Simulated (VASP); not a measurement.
# WS2 in VASP: further runs

WS2 is run at these levels: PBEsol+D3(BJ); tasks: single point.

Program: VASP 6.6.1. These are calculated values, not measurements. Logs are shortened: lines on timing, memory, paths and dates and some standing lists are left out, and cuts for length are marked.

## (1) The cell of the first run

It takes space group P6_3/mmc (No. 194, hexagonal). Conventional cell: a = 2.994 Å, b = 2.994 Å, c = 10.900 Å, α = 90.00°, β = 90.00°, γ = 120.00°. W (site symmetry -6m2) has 6 S at 2.35 Å and 6 W at 2.99 Å within 3.1 Å. Within 3.1 Å of S (site symmetry 3m) lie 3 W at 2.35 Å and 9 S at 2.86 to 2.99 Å.

## (2) Single point, PBEsol+D3(BJ)

Input file INCAR:

```
  PREC = Accurate
  ENCUT = 520
  EDIFF = 1E-7
  ISMEAR = 0
  SIGMA = 0.01
  LREAL = F
  LASPH = T
  NELM = 80
  ALGO = Normal
  ISIF = 2
  LWAVE = F
  LCHARG = T
  GGA = PS
  IVDW = 12
  LELF = T
  LVHAR = T
  NBANDS = 35
```

Input file KPOINTS:

```
regular mesh
0
Gamma
  12 12 4
```

Input file POSCAR:

```
WS2
1.0
    2.9938122097      0.0000000000      0.0000000000
   -1.4969061049      2.5927174277      0.0000000000
    0.0000000000      0.0000000000     10.8999544012
W S
2 4
Direct
    0.3333333333      0.6666666667      0.7500000000
    0.6666666667      0.3333333333      0.2500000000
    0.3333333333      0.6666666667      0.1044751739
    0.6666666667      0.3333333333      0.6044751739
    0.3333333333      0.6666666667      0.3955248261
    0.6666666667      0.3333333333      0.8955248261
```

Potentials or basis: VASP PAW PBE potentials, release 64 (W_sv, S).

Started as:

```
$ cat potpaw_PBE.64/W_sv/POTCAR potpaw_PBE.64/S/POTCAR > POTCAR
$ mpirun -np 1 vasp_std > vasp.out
```

OUTCAR:

```text
PREC = Accurate
   ENCUT = 520
   EDIFF = 1E-7
   ISMEAR = 0
   LREAL = F
   LASPH = T
   NELM = 80
   ISIF = 2
   GGA = PS
   IVDW = 12
 IVDW          = 12

 ion  position               nearest neighbor table
   1  0.333  0.667  0.750-   4 2.35   6 2.35   4 2.35   6 2.35   4 2.35   6 2.35
   2  0.667  0.333  0.250-   3 2.35   5 2.35   3 2.35   5 2.35   3 2.35   5 2.35
   3  0.333  0.667  0.104-   2 2.35   2 2.35   2 2.35
   4  0.667  0.333  0.604-   1 2.35   1 2.35   1 2.35
   5  0.333  0.667  0.396-   2 2.35   2 2.35   2 2.35
   6  0.667  0.333  0.896-   1 2.35   1 2.35   1 2.35

  LATTYP: Found a hexagonal cell.
 ALAT       =     2.9938122097
 C/A-ratio  =     3.6408276932

  Lattice vectors:

 A1 = (   2.9938122097,   0.0000000000,   0.0000000000)
 A2 = (  -1.4969061049,   2.5927174277,   0.0000000000)
 A3 = (   0.0000000000,   0.0000000000,  10.8999544012)

Analysis of symmetry for initial positions (statically):
=====================================================================
 Subroutine PRICEL returns:
 Original cell was already a primitive cell.

 Routine SETGRP: Setting up the symmetry group for a
 hexagonal supercell.

 Subroutine GETGRP returns: Found 24 space group operations
 (whereof 12 operations were pure point group operations)
 out of a pool of 24 trial point group operations.

The static configuration has the point symmetry D_3d.
 The point group associated with its full space group is D_6h.

Analysis of symmetry for dynamics (positions and initial velocities):
=====================================================================
 Subroutine PRICEL returns:
 Original cell was already a primitive cell.

 Routine SETGRP: Setting up the symmetry group for a
 hexagonal supercell.

 Subroutine GETGRP returns: Found 24 space group operations
 (whereof 12 operations were pure point group operations)
 out of a pool of 24 trial point group operations.

The dynamic configuration has the point symmetry D_3d.
 The point group associated with its full space group is D_6h.

 Subroutine INISYM returns: Found 24 space group operations
 (whereof 12 operations are pure point group operations),
 and found     1 'primitive' translations

----------------------------------------------------------------------------------------

                                     Primitive cell

  volume of cell :      84.6066

  direct lattice vectors                    reciprocal lattice vectors
     2.993812210  0.000000000  0.000000000     0.334022287  0.192847857  0.000000000
    -1.496906105  2.592717428  0.000000000     0.000000000  0.385695714  0.000000000
[... 101 lines left out ...]
   POTIM  = 0.5000    time-step for ionic-motion
   TEBEG  =    0.0;   TEEND  =   0.0 temperature during run
   PSTRESS=    0.0 pullay stress
   NELECT =      52.0000    total number of electrons
   NUPDOWN=      -1.0000    fix difference up-down
   EMIN   =  10.00;   EMAX   =-10.00  energy-range for DOS
   EFERMI =   0.00;   METHOD = LEGACY
   ISMEAR =     0;   SIGMA  =   0.01  broadening in eV -4-tet -1-fermi 0-gaus
   EFERMI_NEDOS =   21; number of points for ismear=-14 and -15
   IALGO  =     38    algorithm
   IMIX   =      4    mixing-type and parameters
     AMIX     =   0.40;   BMIX     =  1.00
     AMIX_MAG =   1.60;   BMIX_MAG =  1.00
  volume/ion in A,a.u.               =      14.10        95.16
  Fermi-wavevector in a.u.,A,eV,Ry     =   1.391899  2.630308 26.359704  1.937384
  Thomas-Fermi vector in A             =   2.515694
   LORBIT       =      0    0 simple, 1 ext, 2 COOP (PROOUT), +10 PAW based schemes
   GGA     = PS    functional components
   LHFCALC =     F    Hartree Fock is set to
   AEXX    =    0.0000 exact exchange contribution
   IVDW    =    12    specifies the selected vdW correction
   LEPSILON=     F    determine dielectric tensor
   LRPA    =     F    only Hartree local field effects (RPA)
 non-spin polarized calculation
 Gauss-broadening in eV      SIGMA  =   0.01
  energy-cutoff  :      520.00
  volume of cell :       84.61
 maximum number of plane-waves:      2321
 NGX is ok and might be reduce to    24
   NGX = 11   NGY = 11   NGZ = 41

 number of electron      52.0000003 magnetization

 Free energy of the ion-electron system (eV)
  ---------------------------------------------------
  ext. energy  EPLUGINS =         0.00000000
  ---------------------------------------------------
  free energy    TOTEN  =       -49.25241652 eV

  energy without entropy =      -49.25235887  energy(sigma->0) =      -49.25238770

 E-fermi :  11.0601     XC(G=0): -12.5177

 val. band max:       11.0537404077   @ k =   0.0000   0.0000   0.2500
 cond. band min:      11.0653467115   @ k =   0.1667   0.1667   0.0000
 fundamental gap:      0.0116063037
 Fermi energy:        11.0600824859

 k-point     1 :       0.0000    0.0000    0.0000
  band No.  band energies     occupation
      1     -63.7256      2.00000
      2     -63.7256      2.00000
      3     -28.1637      2.00000
      4     -28.1629      2.00000
      5     -27.7671      2.00000
      6     -27.7671      2.00000
[... 901 lines left out ...]
     34      15.3710      0.00000
     35      16.2598      0.00000

 [... further k-points ...]

------------------------ aborting loop because EDIFF is reached ----------------------------------------

 Edisp (eV)   -2.93813

 E8    (eV) :    -1.9092

  FORCE on cell =-STRESS in cart. coord.  units (eV):
  Direction    XX          YY          ZZ          XY          YZ          ZX
  --------------------------------------------------------------------------------------
  -------------------------------------------------------------------------------------
  Total      10.72560    10.72560    10.80891    -0.00000     0.00000     0.00000
  in kB     203.10833   203.10833   204.68587    -0.00000     0.00000     0.00000
  external pressure =      203.63 kB  Pullay stress =        0.00 kB

 VOLUME and BASIS-vectors are now :
 -----------------------------------------------------------------------------
  energy-cutoff  :      520.00
  volume of cell :       84.61
      direct lattice vectors                 reciprocal lattice vectors
     2.993812210  0.000000000  0.000000000     0.334022287  0.192847857  0.000000000
    -1.496906105  2.592717428  0.000000000     0.000000000  0.385695714  0.000000000
     0.000000000  0.000000000 10.899954401     0.000000000  0.000000000  0.091743503

 POSITION                                       TOTAL-FORCE (eV/Angst)
 -----------------------------------------------------------------------------------
     -0.00000      1.72848      8.17497        -0.000000     -0.000000      0.000000
      1.49691      0.86424      2.72499         0.000000      0.000000      0.000000
     -0.00000      1.72848      1.13877        -0.000000     -0.000000     -0.008307
      1.49691      0.86424      6.58875        -0.000000      0.000000     -0.008307
     -0.00000      1.72848      4.31120        -0.000000     -0.000000      0.008307
      1.49691      0.86424      9.76118         0.000000      0.000000      0.008307
 -----------------------------------------------------------------------------------
    total drift:                               -0.000000      0.000000     -0.000000

  FREE ENERGIE OF THE ION-ELECTRON SYSTEM (eV)
  ---------------------------------------------------
  free  energy   TOTEN  =       -52.1905439323 eV

  energy  without entropy=      -52.1904862846  energy(sigma->0) =      -52.19051511
```

OSZICAR:

```text
N       E                     dE             d eps       ncg     rms          rms(c)
DAV:   1     0.529957890979E+03    0.52996E+03   -0.28596E+04  4166   0.155E+03
DAV:   2    -0.151125174417E+02   -0.54507E+03   -0.52660E+03  4497   0.438E+02
DAV:   3    -0.505521534846E+02   -0.35440E+02   -0.34452E+02  5000   0.104E+02
DAV:   4    -0.513804041683E+02   -0.82825E+00   -0.82283E+00  4752   0.161E+01
DAV:   5    -0.513933516406E+02   -0.12947E-01   -0.12939E-01  4857   0.216E+00    0.482E+01
DAV:   6    -0.495873183491E+02    0.18060E+01   -0.48366E+00  4623   0.152E+01    0.212E+01
DAV:   7    -0.493832583416E+02    0.20406E+00   -0.22413E+00  4450   0.720E+00    0.633E+00
DAV:   8    -0.492572323036E+02    0.12603E+00   -0.47944E-01  4501   0.449E+00    0.300E+00
DAV:   9    -0.492577415595E+02   -0.50926E-03   -0.50646E-02  4829   0.110E+00    0.170E+00
DAV:  10    -0.492528216270E+02    0.49199E-02   -0.32864E-02  4763   0.120E+00    0.676E-01
DAV:  11    -0.492524150376E+02    0.40659E-03   -0.25242E-03  4527   0.331E-01    0.157E-01
DAV:  12    -0.492524381278E+02   -0.23090E-04   -0.13956E-04  4637   0.810E-02    0.161E-01
DAV:  13    -0.492524187339E+02    0.19394E-04   -0.42074E-05  4741   0.432E-02    0.488E-02
DAV:  14    -0.492524169477E+02    0.17862E-05   -0.83640E-06  4764   0.174E-02    0.208E-02
DAV:  15    -0.492524165758E+02    0.37194E-06   -0.73362E-07  4404   0.560E-03    0.717E-03
DAV:  16    -0.492524165201E+02    0.55644E-07   -0.17818E-07  2772   0.229E-03
   1 F= -.52190544E+02 E0= -.52190515E+02  d E =-.576477E-04
```

stdout:

```text
POSCAR found type information on POSCAR W S
 POSCAR found :  2 types and       6 ions
 scaLAPACK will be used
 -----------------------------------------------------------------------------
|                                                                             |
|                                                                             |
|     You enforced a specific xc type in the INCAR file but a different       |
|     I HOPE YOU KNOW WHAT YOU ARE DOING!                                     |
|                                                                             |
 -----------------------------------------------------------------------------

 LDA part: xc-table for (Slater+PW92), standard interpolation
 POSCAR, INCAR and KPOINTS ok, starting setup
 FFT: planning ... GRIDC
 FFT: planning ... GRID_SOFT
 FFT: planning ... GRID
 WAVECAR not read
 entering main loop
```

Wall time 3.8 min (1 thread of AMD EPYC 7R13 (Zen 3), shared host); peak memory 0.27 GiB.

Results:

```yaml
Free_energy: -52.1905 eV
Pressure: 20.4 GPa
Largest_force: 0.008 eV/Å
Band_gap_on_the_k_mesh: zero (band 26 reaches 11.10 eV, above the bottom of band 27 at 11.07 eV)
Dispersion_energy_per_atom: -0.490 eV
```

Forces on the atoms (eV/Å):
```
W    0.000  0.000  0.000
W    0.000  0.000  0.000
S    0.000  0.000 -0.008
S    0.000  0.000 -0.008
S    0.000  0.000  0.008
S    0.000  0.000  0.008
```

Caveat: the PAW data sets were made with another functional, which shifts forces and pressure a little; spin-orbit coupling is left out, which moves the levels of the heavy elements; pairwise dispersion overbinds metals, which lowers pressure and volume.

(Continued in part 2 of 2.)
